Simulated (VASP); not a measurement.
A run of VASP 6.6.1:

The input INCAR:

```
SYSTEM = Ru
ALGO = Normal
EDIFF = 1E-7
ENCUT = 520
GGA = PS
ISIF = 2
ISMEAR = -1
LASPH = .TRUE.
LCHARG = .FALSE.
LREAL = .FALSE.
LWAVE = .FALSE.
NBANDS = 21
NELM = 80
PREC = Accurate
SIGMA = 0.05
```

KPOINTS

```
k-points
0
G
  14 14 8
  0 0 0
```

File POSCAR:

```
Ru
1.0
    2.6918947645      0.0000000000      0.0000000000
   -1.3459473823      2.3312492503      0.0000000000
    0.0000000000      0.0000000000      4.2461226553
Ru
2
Direct
    0.3333333333      0.6666666667      0.2500000000
    0.6666666667      0.3333333333      0.7500000000
```

Potentials or basis: VASP PAW PBE potentials, release 64 (Ru_pv).

Launch:

```bash
$ cat potpaw_PBE.64/Ru_pv/POTCAR > POTCAR
$ mpirun -np 1 vasp_std > vasp.out
```

Hardware: 1 thread of Intel(R) Xeon(R) Platinum 8488C (Sapphire Rapids), with other jobs on the host.

**Question.** How long does it take, and how much memory?

**Answer.** Run time: 27 s on 1 thread of Intel(R) Xeon(R) Platinum 8488C (Sapphire Rapids) (shared host), peak memory 0.17 GiB. Counts: scf iterations 12, k points 120.
